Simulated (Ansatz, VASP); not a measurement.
**Ir: VASP beside Ansatz**

Contents of INCAR:

```
PREC     = Accurate       # precision mode
ENCUT    = 500            # plane-wave cutoff, eV
EDIFF    = 1E-6           # SCF threshold, eV
ISMEAR   = 0              # smearing method
SIGMA    = 0.05           # smearing width, eV
LREAL    = F              # projectors in reciprocal space
LASPH    = T              # aspherical terms in the spheres
NELM     = 120            # most SCF steps
ALGO     = Normal         # electronic algorithm
ISIF     = 2              # what is computed and relaxed
LWAVE    = F              # write WAVECAR
LCHARG   = F              # write CHGCAR
GGA      = PE             # functional
NBANDS   = 10             # bands
GGA_COMPAT= F
```

File KPOINTS:

```
Automatic mesh
0
Gamma
  10 10 10
```

POSCAR

```
Ir
1.0
   -1.5555326952      1.5555326952      1.5555326952
    1.5555326952     -1.5555326952      1.5555326952
    1.5555326952      1.5555326952     -1.5555326952
Ir
1
Direct
    0.0000000000      0.0000000000      0.0000000000
```

Input for Ansatz:

```yaml
crystal:
  lattice:
    - [-1.5555326952, 1.5555326952, 1.5555326952]
    - [1.5555326952, -1.5555326952, 1.5555326952]
    - [1.5555326952, 1.5555326952, -1.5555326952]
  atoms:
    - { symbol: Ir, position: [0.0, 0.0, 0.0] }
basis:
  ecutwfc: 420
  ecutrho_ratio: 4
kpoints:
  mp_grid: { grid: [10, 10, 10] }
hamiltonian:
  xc: pbe
scf:
  occupations: { method: gaussian, width: 0.05 }
output:
  forces: true
  stress: true
  eigenvalues: true
```

Alike in both runs: task single point; functional PBE; k mesh 10 × 10 × 10; occupations gaussian, width 0.05 eV; no spin polarisation.

|  | VASP | Ansatz |
| --- | --- | --- |
| version | VASP 6.6.1 | Ansatz 0.2.0 |
| potentials or method | VASP PAW PBE potentials, release 64 (Ir), cutoff 500 eV | scalar-relativistic, plane waves, PAW |
| valence electrons in the cell | 9 | 17 |

```csv
,VASP,Ansatz,Ansatz less VASP
gap on the k mesh at the Fermi level (eV),none,none,-
pressure (GPa),0.1,-0.4,-0.47
```

A gap of «none» marks a metal or a gap that the smearing closes. VASP's potentials hold 9 valence electrons a cell and Ansatz's 17, so a difference there can come from the potentials and not from the codes.

Spin-orbit coupling is off throughout.
